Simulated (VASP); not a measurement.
Crystal: Eu.

```
CELL_PARAMETERS angstrom
-2.30300 2.30300 2.30300
2.30300 -2.30300 2.30300
2.30300 2.30300 -2.30300
ATOMIC_POSITIONS crystal
Eu 0.00000 0.00000 0.00000
```

Base run:

```yaml
Program: VASP 6.6.1
Functional: PBE
Potentials_or_basis: VASP PAW PBE potentials, release 64 (Eu)
Cutoff: 520 eV
k_mesh: 10 × 10 × 10
Occupations: fermi-dirac, width 0.05 eV
Spin: collinear spin, ferromagnetic start
Starting_moments: "[7.0] μB"
Hubbard_terms: Eu f U = 1.0 eV
```

Its results: pressure -1.4 GPa; net moment 7.40 μB per cell; site moments Eu +6.74 μB.

Task: The run is repeated on the same cell with these changes: hubbard terms from Eu f U = 1.0 eV to Eu f U = 5.0 eV. What comes out?

Result: Pressure -0.3 GPa; net moment 7.36 μB per cell; site moments Eu +6.80 μB.
